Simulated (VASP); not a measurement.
# Fe (P6_3/mmc) in VASP: a series of runs

Runs on Fe. Level: PBEsol. Tasks: single point.

Everything below comes from runs of VASP 6.6.1. Logs are shortened: lines on timing, memory, paths and dates and some standing lists are left out, and cuts for length are marked.

## 1. The cell of the first run

Symmetry: P6_3/mmc, No. 194, hexagonal system. The conventional cell has a = 2.347 Å, b = 2.347 Å, c = 3.797 Å, α = 90.00°, β = 90.00°, γ = 120.00°. Within 3.1 Å of Fe (site symmetry -6m2) lie 12 Fe at 2.33 to 2.35 Å.

This isn't the form of Fe at room conditions, which is bcc.

## 2. Single point, PBEsol, collinear spin

Input file INCAR:

```
PREC = Accurate ; ENCUT = 520
EDIFF = 1E-6 ; ISMEAR = -1
SIGMA = 0.1 ; LREAL = False
LASPH = True ; NELM = 150
ALGO = Normal ; ISIF = 2
LWAVE = False ; LCHARG = False
ISPIN = 2 ; MAGMOM = 0.1 0.1
LORBIT = 11 ; NUPDOWN = 0.2
LMAXMIX = 4 ; GGA = PS
NBANDS = 19
```

Input file KPOINTS:

```
regular mesh
0
Gamma
  14 14 8
```

Input file POSCAR:

```
Fe
1.0
    2.3470000000      0.0000000000      0.0000000000
   -1.1735000000      2.0325616227      0.0000000000
    0.0000000000      0.0000000000      3.7970000000
Fe
2
Direct
    0.3333333333      0.6666666667      0.2500000000
    0.6666666667      0.3333333333      0.7500000000
```

Potentials or basis: VASP PAW PBE potentials, release 64 (Fe).

Launch:

```console
> cat potpaw_PBE.64/Fe/POTCAR > POTCAR
> mpirun -np 1 vasp_std > vasp.out
```

OUTCAR:

```text
PREC = Accurate
   ENCUT = 520
   EDIFF = 1E-6
   ISMEAR = -1
   LREAL = False
   LASPH = True
   NELM = 150
   ISIF = 2
   ISPIN = 2
   LORBIT = 11
   NUPDOWN = 0.2
   GGA = PS

 ion  position               nearest neighbor table
   1  0.333  0.667  0.250-   2 2.33   2 2.33   2 2.33   2 2.33   2 2.33   2 2.33
   2  0.667  0.333  0.750-   1 2.33   1 2.33   1 2.33   1 2.33   1 2.33   1 2.33

  LATTYP: Found a hexagonal cell.
 ALAT       =     2.3470000000
 C/A-ratio  =     1.6178099702

  Lattice vectors:

 A1 = (   2.3470000000,   0.0000000000,   0.0000000000)
 A2 = (  -1.1735000000,   2.0325616227,   0.0000000000)
 A3 = (   0.0000000000,   0.0000000000,   3.7970000000)

Analysis of symmetry for initial positions (statically):
=====================================================================
 Subroutine PRICEL returns:
 Original cell was already a primitive cell.

 Routine SETGRP: Setting up the symmetry group for a
 hexagonal supercell.

 Subroutine GETGRP returns: Found 24 space group operations
 (whereof 12 operations were pure point group operations)
 out of a pool of 24 trial point group operations.

The static configuration has the point symmetry D_3d.
 The point group associated with its full space group is D_6h.

Analysis of symmetry for dynamics (positions and initial velocities):
=====================================================================
 Subroutine PRICEL returns:
 Original cell was already a primitive cell.

 Routine SETGRP: Setting up the symmetry group for a
 hexagonal supercell.

 Subroutine GETGRP returns: Found 24 space group operations
 (whereof 12 operations were pure point group operations)
 out of a pool of 24 trial point group operations.

The dynamic configuration has the point symmetry D_3d.
 The point group associated with its full space group is D_6h.

Analysis of structural, dynamic, and magnetic symmetry:
=====================================================================
 Subroutine PRICEL returns:
 Original cell was already a primitive cell.

 Routine SETGRP: Setting up the symmetry group for a
 hexagonal supercell.

 Subroutine GETGRP returns: Found 24 space group operations
 (whereof 12 operations were pure point group operations)
 out of a pool of 24 trial point group operations.

The overall configuration has the point symmetry D_3d.
 The point group associated with its full space group is D_6h.

 Subroutine INISYM returns: Found 24 space group operations
 (whereof 12 operations are pure point group operations),
 and found     1 'primitive' translations

----------------------------------------------------------------------------------------

                                     Primitive cell

  volume of cell :      18.1133

  direct lattice vectors                    reciprocal lattice vectors
     2.347000000  0.000000000  0.000000000     0.426075841  0.245995002  0.000000000
    -1.173500000  2.032561623  0.000000000     0.000000000  0.491990004  0.000000000
     0.000000000  0.000000000  3.797000000     0.000000000  0.000000000  0.263365815

  length of vectors
     2.347000000  2.347000000  3.797000000     0.491990004  0.491990004  0.263365815

  position of ions in fractional coordinates (direct lattice)
     0.333333333  0.666666667  0.250000000
     0.666666667  0.333333333  0.750000000

  ion indices of the primitive-cell ions
   primitive index   ion index
                 1           1
                 2           2

----------------------------------------------------------------------------------------

 KPOINTS: regular mesh

Automatic generation of k-mesh.
 Grid dimensions read from file:
 generate k-points for:   14   14    8

 Generating k-lattice:

  Cartesian coordinates                     Fractional coordinates (reciprocal lattice)
     0.030433989  0.017571072  0.000000000     0.071428571  0.000000000  0.000000000
     0.000000000  0.035142143  0.000000000     0.000000000  0.071428571  0.000000000
     0.000000000  0.000000000  0.032920727     0.000000000  0.000000000  0.125000000

  Length of vectors
     0.035142143  0.035142143  0.032920727

  Shift w.r.t. Gamma in fractional coordinates (k-lattice)
     0.000000000  0.000000000  0.000000000

 Subroutine IBZKPT returns following result:
 ===========================================

 Found    120 irreducible k-points:

 Following reciprocal coordinates:
            Coordinates               Weight
  0.000000  0.000000  0.000000      1.000000
  0.071429 -0.000000  0.000000      6.000000
  0.142857  0.000000  0.000000      6.000000
  0.214286 -0.000000  0.000000      6.000000
  0.285714 -0.000000  0.000000      6.000000
  0.357143 -0.000000  0.000000      6.000000
[... 16 lines left out ...]
  0.285714  0.285714  0.000000      6.000000
  0.357143  0.285714  0.000000      6.000000
 [... further k-points ...]
   k-points           NKPTS =    120   k-points in BZ     NKDIM =    120   number of bands    NBANDS=     19
   number of dos      NEDOS =    301   number of ions     NIONS =      2
   total plane-waves  NPLWV =   9072
   dimension x,y,z NGX =    18 NGY =   18 NGZ =   28
   dimension x,y,z NGXF=    36 NGYF=   36 NGZF=   56
   ions per type =               2
   NGX,Y,Z   is equivalent  to a cutoff of  12.75, 12.75, 12.26 a.u.
   NGXF,Y,Z  is equivalent  to a cutoff of  25.50, 25.50, 24.52 a.u.
 SYSTEM =  unknown system
   PREC   = accura    normal or accurate (medium, high low for compatibility)
   ISTART =      0    job   : 0-new  1-cont  2-samecut
   ICHARG =      2    charge: 1-file 2-atom 10-const
   ISPIN  =      2    spin polarized calculation?
   LNONCOLLINEAR =      F non collinear calculations
   LSORBIT =      F    spin-orbit coupling
   LASPH  =      T    aspherical Exc in radial PAW
   ENCUT  =  520.0 eV  38.22 Ry    6.18 a.u.   4.36  4.36  7.06*2*pi/ulx,y,z
   NELM   =    150;   NELMIN=  2; NELMDL= -5     # of ELM steps
   EDIFF  = 0.1E-05   stopping-criterion for ELM
   LREAL  =      F    real-space projection
   EDIFFG = 0.1E-04   stopping-criterion for IOM
   NSW    =      0    number of steps for IOM
   IBRION =     -1    ionic relax: 0-MD 1-quasi-New 2-CG
   NFREE  =      0    steps in history (QN), initial steepest desc. (CG)
   ISIF   =      2    stress and relaxation
   ISYM   =      2    0-nonsym 1-usesym 2-fastsym
   POTIM  = 0.5000    time-step for ionic-motion
   TEBEG  =    0.0;   TEEND  =   0.0 temperature during run
   PSTRESS=    0.0 pullay stress
   NELECT =      16.0000    total number of electrons
   NUPDOWN=       0.2000    fix difference up-down
   EMIN   =  10.00;   EMAX   =-10.00  energy-range for DOS
   EFERMI =   0.00;   METHOD = LEGACY
   ISMEAR =    -1;   SIGMA  =   0.10  broadening in eV -4-tet -1-fermi 0-gaus
   EFERMI_NEDOS =   21; number of points for ismear=-14 and -15
   IALGO  =     38    algorithm
   IMIX   =      4    mixing-type and parameters
     AMIX     =   0.40;   BMIX     =  1.00
     AMIX_MAG =   1.60;   BMIX_MAG =  1.00
  volume/ion in A,a.u.               =       9.06        61.12
  Fermi-wavevector in a.u.,A,eV,Ry     =   1.570781  2.968346 33.570383  2.467354
  Thomas-Fermi vector in A             =   2.672463
   LORBIT       =     11    0 simple, 1 ext, 2 COOP (PROOUT), +10 PAW based schemes
   GGA     = PS    functional components
   LHFCALC =     F    Hartree Fock is set to
   AEXX    =    0.0000 exact exchange contribution
   IVDW    =     0    specifies the selected vdW correction
   LEPSILON=     F    determine dielectric tensor
   LRPA    =     F    only Hartree local field effects (RPA)
 spin polarized calculation
  energy-cutoff  :      520.00
  volume of cell :       18.11
 maximum number of plane-waves:       513
 NGX is ok and might be reduce to    18
   NGX =  9   NGY =  9   NGZ = 15

 number of electron      15.9999993 magnetization       0.2000000

 Free energy of the ion-electron system (eV)
  ---------------------------------------------------
  ext. energy  EPLUGINS =         0.00000000
  ---------------------------------------------------
  free energy    TOTEN  =       -17.76125522 eV

  energy without entropy =      -17.68710238  energy(sigma->0) =      -17.72417880

 E-fermi :   8.1249     XC(G=0): -14.6569

 val. band max:        8.1917124726   @ k =   0.2857  -0.0000   0.2500
 cond. band min:       8.1256809085   @ k =   0.2857   0.0714   0.1250
 fundamental gap:     -0.0660315641
 Fermi energy:         8.1981209280

 spin component 1

 k-point     1 :       0.0000    0.0000    0.0000
  band No.  band energies     occupation
      1      -1.4969      1.00000
      2       2.4198      1.00000
      3       6.1253      1.00000
      4       6.1606      1.00000
      5       6.1606      1.00000
      6       6.6787      1.00000
[... 11 lines left out ...]
     18      37.0983      0.00000
     19      37.8446      0.00000
[... 485 lines left out ...]
 k-point    24 :       0.3571    0.2857    0.0000
  band No.  band energies     occupation
      1       3.3714      1.00000
      2       4.0343      1.00000
      3       4.0475      1.00000
      4       4.5030      1.00000
      5       5.6454      1.00000
      6       5.8182      1.00000
[... 11 lines left out ...]
     18      27.4270      0.00000
     19      28.7927      0.00000

 [... further k-points ...]

 spin component 2

 k-point     1 :       0.0000    0.0000    0.0000
  band No.  band energies     occupation
      1      -1.4784      1.00000
      2       2.4826      1.00000
      3       6.2207      1.00000
      4       6.2586      1.00000
      5       6.2586      1.00000
      6       6.7804      1.00000
[... 11 lines left out ...]
     18      37.1358      0.00000
     19      37.8806      0.00000
[... 485 lines left out ...]
 k-point    24 :       0.3571    0.2857    0.0000
  band No.  band energies     occupation
      1       3.4440      1.00000
      2       4.1058      1.00000
      3       4.1148      1.00000
      4       4.5656      1.00000
      5       5.7304      1.00000
      6       5.9024      1.00000
[... 11 lines left out ...]
     18      27.4683      0.00000
     19      28.8316      0.00000

 [... further k-points ...]

------------------------ aborting loop because EDIFF is reached ----------------------------------------

  FORCE on cell =-STRESS in cart. coord.  units (eV):
  Direction    XX          YY          ZZ          XY          YZ          ZX
  --------------------------------------------------------------------------------------
  -------------------------------------------------------------------------------------
  Total        4.0151424      4.0151424      2.5418256      0.0000000      0.0000000      0.0000000
  in kB      355.1518832    355.1518832    224.8324151      0.0000000      0.0000000      0.0000000
  external PRESSURE =     311.7120605 kB  Pullay stress =       0.0000000 kB

 VOLUME and BASIS-vectors are now :
 -----------------------------------------------------------------------------
  energy-cutoff  :      520.00
  volume of cell :       18.11
      direct lattice vectors                 reciprocal lattice vectors
     2.347000000  0.000000000  0.000000000     0.426075841  0.245995002  0.000000000
    -1.173500000  2.032561623  0.000000000     0.000000000  0.491990004  0.000000000
     0.000000000  0.000000000  3.797000000     0.000000000  0.000000000  0.263365815

 POSITION                                       TOTAL-FORCE (eV/Angst)
 -----------------------------------------------------------------------------------
     -0.00000      1.35504      0.94925         0.000000     -0.000000      0.000000
      1.17350      0.67752      2.84775        -0.000000      0.000000      0.000000
 -----------------------------------------------------------------------------------
    total drift:                                0.000000     -0.000000     -0.000000

  FREE ENERGIE OF THE ION-ELECTRON SYSTEM (eV)
  ---------------------------------------------------
  free  energy   TOTEN  =       -17.7612552157 eV

  energy  without entropy=      -17.6871023801  energy(sigma->0) =      -17.72417880

 total charge

# of ion       s       p       d       tot
------------------------------------------
    1        0.603   0.774   6.476   7.852
    2        0.603   0.774   6.476   7.852
--------------------------------------------------
tot          1.206   1.547  12.951  15.705

 magnetization (x)

# of ion       s       p       d       tot
------------------------------------------
    1       -0.001  -0.001   0.099   0.097
    2       -0.001  -0.001   0.099   0.097
--------------------------------------------------
tot         -0.002  -0.001   0.198   0.195
```

Wall time 1.7 min (1 thread of Intel Xeon 8259CL, shared host); peak memory 0.18 GiB.

Results:

```yaml
Free_energy: -17.7613 eV
Pressure: 31.2 GPa
Net_moment: 0.20 μB per cell
Site_moments: Fe +0.10 μB
Valence_electrons_inside_the_program's_atomic_spheres: Fe 7.85
```

Caveat: the cell stands under pressure; the PAW data sets were made with another functional, which shifts forces and pressure a little; the total moment is fixed, so each spin has its own Fermi level.

## 3. Single point, PBEsol, collinear spin, ferromagnetic start

Input file INCAR:

```
SYSTEM = Fe
  PREC = Accurate
  ENCUT = 520
  EDIFF = 1E-7
  ISMEAR = -1
  SIGMA = 0.1
  LREAL = .FALSE.
  LASPH = .TRUE.
  NELM = 150
  ALGO = Normal
  ISIF = 2
  LWAVE = .FALSE.
  LCHARG = .FALSE.
  ISPIN = 2
  MAGMOM = 0.2 0.2
  LORBIT = 11
  NUPDOWN = 0.4
  LMAXMIX = 4
  GGA = PS
  NBANDS = 19
```

Input file KPOINTS:

```
Automatic mesh
0
G
  14 14 8
  0 0 0
```

POSCAR is that of step 2.

Potentials or basis: VASP PAW PBE potentials, release 64 (Fe).

Launch:

```console
> cat potpaw_PBE.64/Fe/POTCAR > POTCAR
> mpirun -np 1 vasp_std > vasp.out
```

OUTCAR:

```text
SYSTEM = Fe
   PREC = Accurate
   ENCUT = 520
   EDIFF = 1E-7
   ISMEAR = -1
   LREAL = .FALSE.
   LASPH = .TRUE.
   NELM = 150
   ISIF = 2
   ISPIN = 2
   LORBIT = 11
   NUPDOWN = 0.4
   GGA = PS

 ion  position               nearest neighbor table
   1  0.333  0.667  0.250-   2 2.33   2 2.33   2 2.33   2 2.33   2 2.33   2 2.33
   2  0.667  0.333  0.750-   1 2.33   1 2.33   1 2.33   1 2.33   1 2.33   1 2.33

  LATTYP: Found a hexagonal cell.
 ALAT       =     2.3470000000
 C/A-ratio  =     1.6178099702

  Lattice vectors:

 A1 = (   2.3470000000,   0.0000000000,   0.0000000000)
 A2 = (  -1.1735000000,   2.0325616227,   0.0000000000)
 A3 = (   0.0000000000,   0.0000000000,   3.7970000000)

Analysis of symmetry for initial positions (statically):
=====================================================================
 Subroutine PRICEL returns:
 Original cell was already a primitive cell.

 Routine SETGRP: Setting up the symmetry group for a
 hexagonal supercell.

 Subroutine GETGRP returns: Found 24 space group operations
[... 730 lines left out ...]
      6       6.8346      1.00000
[... 517 lines left out ...]
     18      27.4898      0.00000
     19      28.8519      0.00000

 [... further k-points ...]

------------------------ aborting loop because EDIFF is reached ----------------------------------------

  FORCE on cell =-STRESS in cart. coord.  units (eV):
  Direction    XX          YY          ZZ          XY          YZ          ZX
  --------------------------------------------------------------------------------------
  -------------------------------------------------------------------------------------
  Total        4.0287023      4.0287023      2.6072692     -0.0000000      0.0000000      0.0000000
  in kB      356.3512992    356.3512992    230.6211063     -0.0000000      0.0000000      0.0000000
  external PRESSURE =     314.4412349 kB  Pullay stress =       0.0000000 kB

 VOLUME and BASIS-vectors are now :
 -----------------------------------------------------------------------------
  energy-cutoff  :      520.00
  volume of cell :       18.11
      direct lattice vectors                 reciprocal lattice vectors
     2.347000000  0.000000000  0.000000000     0.426075841  0.245995002  0.000000000
    -1.173500000  2.032561623  0.000000000     0.000000000  0.491990004  0.000000000
     0.000000000  0.000000000  3.797000000     0.000000000  0.000000000  0.263365815

 POSITION                                       TOTAL-FORCE (eV/Angst)
 -----------------------------------------------------------------------------------
     -0.00000      1.35504      0.94925         0.000000      0.000000      0.000000
      1.17350      0.67752      2.84775        -0.000000     -0.000000      0.000000
 -----------------------------------------------------------------------------------
    total drift:                                0.000000     -0.000000     -0.000000

  FREE ENERGIE OF THE ION-ELECTRON SYSTEM (eV)
  ---------------------------------------------------
  free  energy   TOTEN  =       -17.7499631524 eV

  energy  without entropy=      -17.6765463436  energy(sigma->0) =      -17.71325475

 total charge

# of ion       s       p       d       tot
------------------------------------------
    1        0.603   0.773   6.476   7.853
    2        0.603   0.773   6.476   7.853
--------------------------------------------------
tot          1.206   1.547  12.952  15.705

 magnetization (x)

# of ion       s       p       d       tot
------------------------------------------
    1       -0.002  -0.001   0.198   0.195
    2       -0.002  -0.001   0.198   0.195
--------------------------------------------------
tot         -0.004  -0.003   0.396   0.389
```

Run time: 2 min. Hardware: 1 thread of Intel Xeon 8259CL, shared host; peak memory 0.18 GiB.

What came out:

| Quantity | Value |
| --- | --- |
| Free energy | -17.7500 eV |
| Pressure | 31.4 GPa |
| Net moment | 0.40 μB per cell |
| Site moments | Fe +0.20 μB |
| Valence electrons inside the program's atomic spheres | Fe 7.85 |

Caveat: the cell stands under pressure; the PAW data sets were made with another functional, which shifts forces and pressure a little; the total moment is fixed, so each spin has its own Fermi level.
